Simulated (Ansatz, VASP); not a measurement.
Rb in VASP and in Ansatz

POSCAR

```
Rb
1.0
   -2.8677202310      2.8677202310      2.8677202310
    2.8677202310     -2.8677202310      2.8677202310
    2.8677202310      2.8677202310     -2.8677202310
Rb
1
Direct
    0.0000000000      0.0000000000      0.0000000000
```

File INCAR.step1:

```
SYSTEM = Rb
ALGO = Normal
EDIFF = 1E-4
ENCUT = 520
GGA = PE
ISMEAR = -1
LASPH = .True.
LCHARG = .False.
LREAL = .False.
LWAVE = .True.
NBANDS = 10
NELM = 60
PREC = Accurate
SIGMA = 0.1
```

INCAR.step2

```
SYSTEM = Rb
ALGO = Normal
EDIFF = 1E-7
ENCUT = 520
ISIF = 2
ISMEAR = -1
ISTART = 1
LASPH = .True.
LCHARG = .False.
LMIXTAU = .True.
LREAL = .False.
LWAVE = .False.
METAGGA = R2SCAN
NBANDS = 10
NELM = 60
PREC = Accurate
SIGMA = 0.1
```

File KPOINTS:

```
k-points
0
Gamma
  6 6 6
  0 0 0
```

Input for Ansatz:

```yaml
crystal:
  lattice:
    - [-2.867720231, 2.867720231, 2.867720231]
    - [2.867720231, -2.867720231, 2.867720231]
    - [2.867720231, 2.867720231, -2.867720231]
  atoms:
    - { symbol: Rb, position: [0.0, 0.0, 0.0] }
hamiltonian:
  xc: r2scan
  pseudopotentials:
    kind: paw
    azcp:
      Rb: "pseudopotentials/Rb.paw.azcp"
basis:
  ecutwfc: 500
  fft_grid_basis: typed
kpoints:
  mp_grid: { grid: [6, 6, 6], shift: [0, 0, 0] }
magnetization:
  spin_polarized: false
scf:
  occupations: { method: fermi_dirac, width: 0.1 }
  lower_state_search: "off"
output:
  stress: true
```

Alike in both runs: task single point; functional r2SCAN; k mesh 6 × 6 × 6; occupations fermi-dirac, width 0.1 eV; no spin polarisation.

|  | VASP | Ansatz |
| --- | --- | --- |
| version | VASP 6.6.1 | Ansatz 0.2.0 |
| potentials or method | VASP PAW PBE potentials, release 64 (Rb_sv), cutoff 520 eV | plane waves (500 eV) with PAW, scalar-relativistic |
| valence electrons in the cell | 9 | 9 |

```tsv
	VASP	Ansatz	Ansatz less VASP
pressure (GPa)	0.0	0.0	0.00
```

VASP's potentials were made for PBE, not for r2SCAN. With one functional, cell and mesh, what is left measures potentials, basis and numerics.
